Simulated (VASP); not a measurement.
The system is NaI.

```xyz
2
Lattice="0.0266 3.5432 3.5432 3.5432 0.0266 3.5432 3.5698 3.5698 0.0000" Properties=species:S:1:pos:R:3 pbc="T T T"
Na    0.0000    0.0000    0.0122
I     1.7849    1.7849    1.7594
```

This cell differs from its parent crystal: shear xy strain +1.5%.

Base run:

| Item | Value |
| --- | --- |
| Program | VASP 6.6.1 |
| Functional | PBE |
| Potentials or basis | VASP PAW PBE potentials, release 64 (Na_pv, I) |
| Cutoff | 520 eV |
| k mesh | 4 × 4 × 4 |
| Occupations | gaussian, width 0.01 eV |
| Spin | no spin polarisation |

Its results: band gap on the k mesh 3.80 eV; pressure 0.4 GPa.

Question: The run is repeated on the same cell with these changes: functional from PBE to HSE06. What comes out?

Answer: Band gap on the k mesh 4.77 eV; pressure 0.2 GPa.

Caveats: spin-orbit coupling is left out, which moves the levels of the heavy elements; the PAW data sets were made with another functional, which shifts forces and pressure a little (at least some runs).

